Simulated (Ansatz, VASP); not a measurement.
**PbSe in VASP and in Ansatz**

```
Pb Se
1.0
     0.00000    3.06215    3.12339
     3.06215    0.00000    3.12339
     3.06215    3.06215    0.00000
Pb Se
1 1
Direct
  0.00000 0.00000 0.00000
  0.50000 0.50000 0.50000
```

Change from the starting cell: zz strain of +2 %.

Alike in both runs: task single point; functional PBE; k mesh 9 × 9 × 9; occupations fermi-dirac, width 0.01 eV; no spin polarisation.

|  | VASP | Ansatz |
| --- | --- | --- |
| version | VASP 6.6.1 | Ansatz 0.2.0 |
| potentials or method | VASP PAW PBE potentials, release 64 (Pb_d, Se), cutoff 520 eV | all-electron LAPW, scalar-relativistic |

```tsv
	VASP	Ansatz	Ansatz less VASP
gap on the k mesh at the Fermi level (eV)	0.71	0.71	-0.003
pressure (GPa)	1.3	1.3	+0.02
traceless stress, the component that is largest in VASP (GPa)	-1.48	-1.48	+0.005
```

Ansatz ran all-electron here, and VASP with PAW potentials.

Neither program's run includes spin-orbit coupling.
